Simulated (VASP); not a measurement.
Set up this calculation in VASP 6.6.1, as the native input.

| Item | Value |
| --- | --- |
| Task | single point |
| Functional | HSE06 |
| Potentials or basis | VASP PAW PBE potentials, release 64 (Al) |
| Cutoff | 520 eV |
| k mesh | 6 × 6 × 4 |
| Occupations | fermi-dirac, width 0.05 eV |
| Spin | no spin polarisation |
| Dipole correction | no |
| Grid for exact exchange (PRECFOCK) | Normal |
| Further INCAR settings | ALGO = Normal; EDIFF = 1e-06; NBANDS = 10 |
| Screening parameter | 0.2079 1/Å |

Al:

```
CELL_PARAMETERS angstrom
2.81246 0.00000 0.00000
-1.40623 2.43566 0.00000
0.00000 0.00000 4.86685
ATOMIC_POSITIONS crystal
Al 0.33333 0.66667 0.25000
Al 0.66667 0.33333 0.75000
```

One way to write it, as run:

POSCAR

```
Al
1.0
    2.8124553515      0.0000000000      0.0000000000
   -1.4062276757      2.4356577814      0.0000000000
    0.0000000000      0.0000000000      4.8668500000
Al
2
Direct
    0.3333333333      0.6666666667      0.2500000000
    0.6666666667      0.3333333333      0.7500000000
```

INCAR.step1

```
PREC     = Accurate       # precision mode
ENCUT    = 520            # plane-wave cutoff, eV
EDIFF    = 1E-5           # SCF threshold, eV
ISMEAR   = -1             # smearing method
SIGMA    = 0.05           # smearing width, eV
LREAL    = F              # projectors in reciprocal space
LASPH    = T              # aspherical terms in the spheres
NELM     = 100            # most SCF steps
ALGO     = Normal         # electronic algorithm
ISIF     = 2              # what is computed and relaxed
LWAVE    = T              # write WAVECAR
GGA      = PE             # functional
NBANDS   = 10             # bands
```

INCAR.step2

```
PREC     = Accurate       # precision mode
ENCUT    = 520            # plane-wave cutoff, eV
EDIFF    = 1E-6           # SCF threshold, eV
ISMEAR   = -1             # smearing method
SIGMA    = 0.05           # smearing width, eV
LREAL    = F              # projectors in reciprocal space
LASPH    = T              # aspherical terms in the spheres
NELM     = 100            # most SCF steps
ALGO     = Normal         # electronic algorithm
ISIF     = 2              # what is computed and relaxed
LWAVE    = F              # write WAVECAR
LCHARG   = T              # write CHGCAR
GGA      = PE             # functional
LHFCALC  = T              # exact exchange
HFSCREEN = 0.2079         # screening, 1/A
PRECFOCK = Normal       
LELF     = T              # ELF
LVHAR    = T            
ISTART   = 1            
NBANDS   = 10             # bands
```

KPOINTS

```
regular mesh
0
Gamma
  6 6 4
```

Potentials or basis: VASP PAW PBE potentials, release 64 (Al).

The run is started by

```console
$ cat potpaw_PBE.64/Al/POTCAR > POTCAR
$ cp INCAR.step1 INCAR
$ mpirun -np 1 vasp_std > vasp.out
$ cp INCAR.step2 INCAR
$ mpirun -np 1 vasp_std > vasp.out
```

Results of the run:

```yaml
Pressure: 0.1 GPa
Band_gap_on_the_k_mesh: zero (band 3 reaches 12.05 eV, above the bottom of band 4 at 4.40 eV)
```

Caveat: the k points lie up to 0.43 Å⁻¹ apart; the PAW data sets were made with another functional, which shifts forces and pressure a little.

It took 3.4 min on 1 thread of AMD EPYC 9R45 96-Core Processor (Zen 5), with other jobs on the host, peak memory 0.22 GiB.
